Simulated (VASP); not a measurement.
# Co (Pm-3m) in VASP: a series of runs

Runs on Co. Level: PBEsol. Tasks: relaxation of cell and atoms, single point.

All numbers are computed with VASP 6.6.1; they aren't measurements. Logs are shortened: lines on timing, memory, paths and dates and some standing lists are left out, and cuts for length are marked.

### Step 1. The cell of the first run

It takes space group Pm-3m (No. 221, cubic). Conventional cell: a = 2.287 Å, b = 2.287 Å, c = 2.287 Å, α = 90.00°, β = 90.00°, γ = 90.00°. Co (site symmetry m-3m) has 6 Co at 2.29 Å within 3.0 Å.

This isn't the form of Co at room conditions, which is hcp.

### Step 2. Relaxation of cell and atoms, PBEsol, collinear spin, antiferromagnetic start

File INCAR:

```
  PREC = Accurate
  ENCUT = 690
  EDIFF = 1E-7
  ISMEAR = -1
  SIGMA = 0.05
  LREAL = False
  LASPH = True
  NELM = 200
  ALGO = Normal
  ISIF = 3
  LWAVE = False
  LCHARG = False
  ISPIN = 2
  MAGMOM = 1.7 -1.7
  LORBIT = 11
  LMAXMIX = 4
  GGA = PS
  IBRION = 2
  NSW = 80
  EDIFFG = -0.01
  GGA_COMPAT = False
  NELMIN = 4
```

File KPOINTS:

```
regular mesh
0
Gamma
  12 12 12
```

File POSCAR:

```
Co
1.0
    0.0000000000      2.2868488050      2.2868488050
    2.2868488050      0.0000000000      2.2868488050
    2.2868488050      2.2868488050      0.0000000000
Co
2
Direct
    0.0000000000      0.0000000000      0.0000000000
    0.5000000000      0.5000000000      0.5000000000
```

Potentials or basis: VASP PAW PBE potentials, release 64 (Co_sv).

Run with:

```console
$ cat potpaw_PBE.64/Co_sv/POTCAR > POTCAR
$ mpirun -np 1 vasp_std > vasp.out
```

OUTCAR:

```text
PREC = Accurate
   ENCUT = 690
   EDIFF = 1E-7
   ISMEAR = -1
   LREAL = False
   LASPH = True
   NELM = 200
   ISIF = 3
   ISPIN = 2
   LORBIT = 11
   GGA = PS
   IBRION = 2
   NSW = 80
   EDIFFG = -0.01
   NELMIN = 4

 ion  position               nearest neighbor table
   1  0.000  0.000  0.000-   2 2.29   2 2.29   2 2.29   2 2.29   2 2.29   2 2.29
   2  0.500  0.500  0.500-   1 2.29   1 2.29   1 2.29   1 2.29   1 2.29   1 2.29

  LATTYP: Found a face centered cubic cell.
 ALAT       =     4.5736976100

  Lattice vectors:

 A1 = (   0.0000000000,   2.2868488050,   2.2868488050)
 A2 = (   2.2868488050,   0.0000000000,   2.2868488050)
 A3 = (   2.2868488050,   2.2868488050,   0.0000000000)

Analysis of symmetry for initial positions (statically):
=====================================================================
 Subroutine PRICEL returns following result:

  LATTYP: Found a simple cubic cell.
 ALAT       =     2.2868488050

  Lattice vectors:

 A1 = (  -2.2868488050,   0.0000000000,   0.0000000000)
 A2 = (   0.0000000000,   0.0000000000,   2.2868488050)
 A3 = (   0.0000000000,   2.2868488050,   0.0000000000)

   2 primitive cells build up your supercell.

 Routine SETGRP: Setting up the symmetry group for a
 face centered cubic supercell.

 Subroutine GETGRP returns: Found 48 space group operations
 (whereof 48 operations were pure point group operations)
 out of a pool of 48 trial point group operations.

The static configuration has the point symmetry O_h .

Analysis of symmetry for dynamics (positions and initial velocities):
=====================================================================
 Subroutine PRICEL returns following result:

  LATTYP: Found a simple cubic cell.
 ALAT       =     2.2868488050

  Lattice vectors:

 A1 = (  -2.2868488050,   0.0000000000,   0.0000000000)
 A2 = (   0.0000000000,   0.0000000000,   2.2868488050)
 A3 = (   0.0000000000,   2.2868488050,   0.0000000000)

   2 primitive cells build up your supercell.

 Routine SETGRP: Setting up the symmetry group for a
 face centered cubic supercell.

 Subroutine GETGRP returns: Found 48 space group operations
 (whereof 48 operations were pure point group operations)
 out of a pool of 48 trial point group operations.

The dynamic configuration has the point symmetry O_h .

Analysis of structural, dynamic, and magnetic symmetry:
=====================================================================
 Subroutine PRICEL returns following result:

  LATTYP: Found a simple cubic cell.
 ALAT       =     2.2868488050

  Lattice vectors:

 A1 = (  -2.2868488050,   0.0000000000,   0.0000000000)
 A2 = (   0.0000000000,   0.0000000000,   2.2868488050)
 A3 = (   0.0000000000,   2.2868488050,   0.0000000000)

   2 primitive cells build up your supercell.

 Routine SETGRP: Setting up the symmetry group for a
 face centered cubic supercell.

 Subroutine GETGRP returns: Found 48 space group operations
 (whereof 48 operations were pure point group operations)
 out of a pool of 48 trial point group operations.

The overall configuration has the point symmetry O_h .

 Subroutine INISYM returns: Found 48 space group operations
 (whereof 48 operations are pure point group operations),
 and found     2 'primitive' translations

----------------------------------------------------------------------------------------

                                     Primitive cell

  volume of cell :      11.9595

  direct lattice vectors                    reciprocal lattice vectors
    -2.286848805  0.000000000  0.000000000    -0.437282954  0.000000000  0.000000000
     0.000000000  0.000000000  2.286848805     0.000000000  0.000000000  0.437282954
     0.000000000  2.286848805  0.000000000     0.000000000  0.437282954  0.000000000

  length of vectors
     2.286848805  2.286848805  2.286848805     0.437282954  0.437282954  0.437282954

  position of ions in fractional coordinates (direct lattice)
     0.000000000  0.000000000  0.000000000

  ion indices of the primitive-cell ions
   primitive index   ion index
                 1           1

----------------------------------------------------------------------------------------

 KPOINTS: regular mesh

Automatic generation of k-mesh.
 Grid dimensions read from file:
 generate k-points for:   12   12   12

 Generating k-lattice:

  Cartesian coordinates                     Fractional coordinates (reciprocal lattice)
    -0.018220123  0.018220123  0.018220123     0.083333333  0.000000000  0.000000000
     0.018220123 -0.018220123  0.018220123     0.000000000  0.083333333  0.000000000
     0.018220123  0.018220123 -0.018220123     0.000000000  0.000000000  0.083333333

  Length of vectors
     0.031558179  0.031558179  0.031558179

  Shift w.r.t. Gamma in fractional coordinates (k-lattice)
     0.000000000  0.000000000  0.000000000

 Subroutine IBZKPT returns following result:
 ===========================================

 Found     72 irreducible k-points:

 Following reciprocal coordinates:
            Coordinates               Weight
  0.000000  0.000000  0.000000      1.000000
  0.083333  0.000000  0.000000      8.000000
  0.166667  0.000000  0.000000      8.000000
  0.250000  0.000000  0.000000      8.000000
  0.333333  0.000000  0.000000      8.000000
  0.416667  0.000000  0.000000      8.000000
[... 16 lines left out ...]
  0.500000  0.166667  0.000000     24.000000
 -0.416667  0.166667  0.000000     24.000000
 [... further k-points ...]
   k-points           NKPTS =     72   k-points in BZ     NKDIM =     72   number of bands    NBANDS=     21
   number of dos      NEDOS =    301   number of ions     NIONS =      2
   total plane-waves  NPLWV =  21952
   dimension x,y,z NGX =    28 NGY =   28 NGZ =   28
   dimension x,y,z NGXF=    56 NGYF=   56 NGZF=   56
   ions per type =               2
   NGX,Y,Z   is equivalent  to a cutoff of  14.39, 14.39, 14.39 a.u.
   NGXF,Y,Z  is equivalent  to a cutoff of  28.79, 28.79, 28.79 a.u.
 SYSTEM =  unknown system
   PREC   = accura    normal or accurate (medium, high low for compatibility)
   ISTART =      0    job   : 0-new  1-cont  2-samecut
   ICHARG =      2    charge: 1-file 2-atom 10-const
   ISPIN  =      2    spin polarized calculation?
   LNONCOLLINEAR =      F non collinear calculations
   LSORBIT =      F    spin-orbit coupling
   LASPH  =      T    aspherical Exc in radial PAW
   ENCUT  =  690.0 eV  50.71 Ry    7.12 a.u.   6.93  6.93  6.93*2*pi/ulx,y,z
   NELM   =    200;   NELMIN=  4; NELMDL= -5     # of ELM steps
   EDIFF  = 0.1E-06   stopping-criterion for ELM
   LREAL  =      F    real-space projection
   EDIFFG = -.1E-01   stopping-criterion for IOM
   NSW    =     80    number of steps for IOM
   IBRION =      2    ionic relax: 0-MD 1-quasi-New 2-CG
   NFREE  =      1    steps in history (QN), initial steepest desc. (CG)
   ISIF   =      3    stress and relaxation
   ISYM   =      2    0-nonsym 1-usesym 2-fastsym
   POTIM  = 0.5000    time-step for ionic-motion
   TEBEG  =    0.0;   TEEND  =   0.0 temperature during run
   PSTRESS=    0.0 pullay stress
   NELECT =      34.0000    total number of electrons
   NUPDOWN=      -1.0000    fix difference up-down
   EMIN   =  10.00;   EMAX   =-10.00  energy-range for DOS
   EFERMI =   0.00;   METHOD = LEGACY
   ISMEAR =    -1;   SIGMA  =   0.05  broadening in eV -4-tet -1-fermi 0-gaus
   EFERMI_NEDOS =   21; number of points for ismear=-14 and -15
   IALGO  =     38    algorithm
   IMIX   =      4    mixing-type and parameters
     AMIX     =   0.40;   BMIX     =  1.00
     AMIX_MAG =   1.60;   BMIX_MAG =  1.00
  volume/ion in A,a.u.               =      11.96        80.71
  Fermi-wavevector in a.u.,A,eV,Ry     =   1.840717  3.478451 46.099790  3.388239
  Thomas-Fermi vector in A             =   2.892993
   LORBIT       =     11    0 simple, 1 ext, 2 COOP (PROOUT), +10 PAW based schemes
   GGA     = PS    functional components
   LHFCALC =     F    Hartree Fock is set to
   AEXX    =    0.0000 exact exchange contribution
   IVDW    =     0    specifies the selected vdW correction
   LEPSILON=     F    determine dielectric tensor
   LRPA    =     F    only Hartree local field effects (RPA)
 conjugate gradient relaxation of ions
 spin polarized calculation
  energy-cutoff  :      690.00
  volume of cell :       23.92
 maximum number of plane-waves:      1004
   NGX = 13   NGY = 13   NGZ = 13

--------------------------------------- Ionic step        1  -------------------------------------------

 number of electron      34.0000020 magnetization       0.0000000

 number of electron      34.0000020 magnetization      -0.0000000

 Free energy of the ion-electron system (eV)
  ---------------------------------------------------
  ext. energy  EPLUGINS =         0.00000000
  ---------------------------------------------------
  free energy    TOTEN  =       -13.46943849 eV

  energy without entropy =      -13.42303944  energy(sigma->0) =      -13.44623897

------------------------ aborting loop because EDIFF is reached ----------------------------------------

  FORCE on cell =-STRESS in cart. coord.  units (eV):
  Direction    XX          YY          ZZ          XY          YZ          ZX
  --------------------------------------------------------------------------------------
  -------------------------------------------------------------------------------------
  Total       -1.6020114     -1.6020114     -1.6020114     -0.0000000      0.0000000     -0.0000000
  in kB     -107.3084294   -107.3084294   -107.3084294     -0.0000000      0.0000000     -0.0000000
  external PRESSURE =    -107.3084294 kB  Pullay stress =       0.0000000 kB
[... 99 lines left out ...]
--------------------------------------- Ionic step        4  -------------------------------------------

 number of electron      34.0000017 magnetization       0.0000000

 number of electron      34.0000017 magnetization      -0.0000000

 Free energy of the ion-electron system (eV)
  ---------------------------------------------------
  ext. energy  EPLUGINS =         0.00000000
  ---------------------------------------------------
  free energy    TOTEN  =       -13.51443170 eV

  energy without entropy =      -13.47182764  energy(sigma->0) =      -13.49312967

 E-fermi :  11.1566     XC(G=0): -13.7309

 val. band max:       11.1470192869   @ k =  -0.3333   0.2500   0.0000
 cond. band min:      11.1566679163   @ k =  -0.2500   0.4167   0.1667
 fundamental gap:      0.0096486294
 Fermi energy:        11.1566154172

 spin component 1

 k-point     1 :       0.0000    0.0000    0.0000
  band No.  band energies     occupation
      1     -83.5468      1.00000
      2     -83.3474      1.00000
      3     -47.0677      1.00000
      4     -47.0677      1.00000
      5     -47.0677      1.00000
      6     -46.6895      1.00000
[... 565 lines left out ...]
     20      12.8180      0.00000
     21      20.1911      0.00000

 [... further k-points ...]

 spin component 2

 k-point     1 :       0.0000    0.0000    0.0000
  band No.  band energies     occupation
      1     -83.5468      1.00000
      2     -83.3474      1.00000
      3     -47.0677      1.00000
      4     -47.0677      1.00000
      5     -47.0677      1.00000
      6     -46.6895      1.00000
[... 596 lines left out ...]
  FREE ENERGIE OF THE ION-ELECTRON SYSTEM (eV)
  ---------------------------------------------------
  free  energy   TOTEN  =       -13.5144317007 eV

  energy  without entropy=      -13.4718276359  energy(sigma->0) =      -13.49312967

 reached required accuracy - stopping structural energy minimisation

 total charge

# of ion       s       p       d       tot
------------------------------------------
    1        2.271   6.100   6.801  15.172
    2        2.271   6.100   6.801  15.172
--------------------------------------------------
tot          4.542  12.200  13.602  30.344

 magnetization (x)

# of ion       s       p       d       tot
------------------------------------------
    1       -0.000   0.000   0.000  -0.000
    2        0.000  -0.000  -0.000   0.000
--------------------------------------------------
tot          0.000   0.000   0.000   0.000
```

Run time: 2.5 min. Hardware: 1 thread of Intel Xeon 6975P-C (Granite Rapids), shared host; peak memory 0.22 GiB.

Results:

| Item | Value |
| --- | --- |
| Free energy | -13.5144 eV |
| Relaxed volume | 11.31 Å³/atom |
| Relaxed cell | a = 3.175 Å, b = 3.175 Å, c = 3.175 Å, α = 60.00°, β = 60.00°, γ = 60.00° |
| Space group after relaxing (to 0.1 Å) | Pm-3m (No. 221) |
| Energy gained by relaxing | 22.5 meV/atom |
| Ionic steps | 4 |
| Pressure after relaxing | 0.1 GPa |
| Band gap on the k mesh | zero (filled and empty bands overlap) |
| Net moment | 0.00 μB per cell |
| Valence electrons inside the program's atomic spheres | Co 15.17 |

Step by step:
```tsv
step	energy change (eV)	largest force (eV/Å)	pressure (GPa)	volume (Å³)
1	0.0000	0.0000	-10.73	23.92
2	0.0197	0.0000	15.79	21.25
3	-0.0450	0.0000	-0.16	22.65
4	-0.0450	0.0000	0.09	22.63
```

Final structure:
```yaml
crystal:
  lattice:
    - [0.00000, 2.24501, 2.24501]
    - [2.24501, 0.00000, 2.24501]
    - [2.24501, 2.24501, 0.00000]
  atoms:
    - { symbol: Co, position: [0.00000, 0.00000, 0.00000] }
    - { symbol: Co, position: [0.50000, 0.50000, 0.50000] }
```

Levels at points of the mesh, in eV from the Fermi level:
Spin up:
```
           k point  band 15  band 16  band 17  band 18  band 19  band 20
(0.00, 0.00, 0.00)     0.55     0.55     0.55     1.60     1.60    13.27
(0.50, 0.00, 0.00)    -0.95    -0.95    -0.95    -0.95     0.68     0.68
(0.50, 0.50, 0.00)    -0.90    -0.60    -0.60     0.67     1.52     5.15
```
Spin down:
```tsv
k point	band 15	band 16	band 17	band 18	band 19	band 20
(0.00, 0.00, 0.00)	0.55	0.55	0.55	1.60	1.60	13.27
(0.50, 0.00, 0.00)	-0.95	-0.95	-0.95	-0.95	0.68	0.68
(0.50, 0.50, 0.00)	-0.90	-0.60	-0.60	0.67	1.52	5.15
```

Caveat: the moments typed at the start vanished in this run; the PAW data sets were made with another functional, which shifts forces and pressure a little.

(Part 1 of 2 ends here.)
